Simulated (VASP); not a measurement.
Runs of VASP 6.6.1 on BN. The structure is that of space group R3m (No. 160), or close to it. The cells are those of the table. 

```csv
task,cell,cutoff (eV),smearing,gap on the mesh (eV),pressure (GPa)
single point,"a = 3.429 Å, angles 42.8°, 2 atoms",520,gaussian 0.02 eV,4.06,(a)
single point,"a = 3.773 Å, angles 38.8°, 2 atoms",520,gaussian 0.02 eV,4.32,-1.1
relaxation of shape and atoms at fixed volume,"relaxed from a = 3.393 Å, angles 42.8°, 2 atoms",600,gaussian 0.02 eV,(b),3.9
single point,"a = 3.685 Å, angles 39.8°, 2 atoms",520,gaussian 0.02 eV,4.28,-0.6
single point,"a = 3.891 Å, angles 37.6°, 2 atoms",520,gaussian 0.02 eV,4.38,-1.5
relaxation of cell and atoms,"relaxed from a = 3.599 Å, angles 40.8°, 2 atoms",600,gaussian 0.01 eV,4.22,0.0
single point,"a = 3.266 Å, angles 44.9°, 2 atoms",520,gaussian 0.02 eV,3.88,6.7
```

Alike in all rows: level PBE+D3(BJ); potentials or basis VASP PAW PBE potentials, release 64 (B, N); no spin polarisation; k mesh 12 × 12 × 12.

**Question.** Fill in the values left out.

**Answer.** (a) 2.4; (b) 3.97.

Caveats: the cell stands under pressure (at least some runs).

A k mesh can miss the band edges.
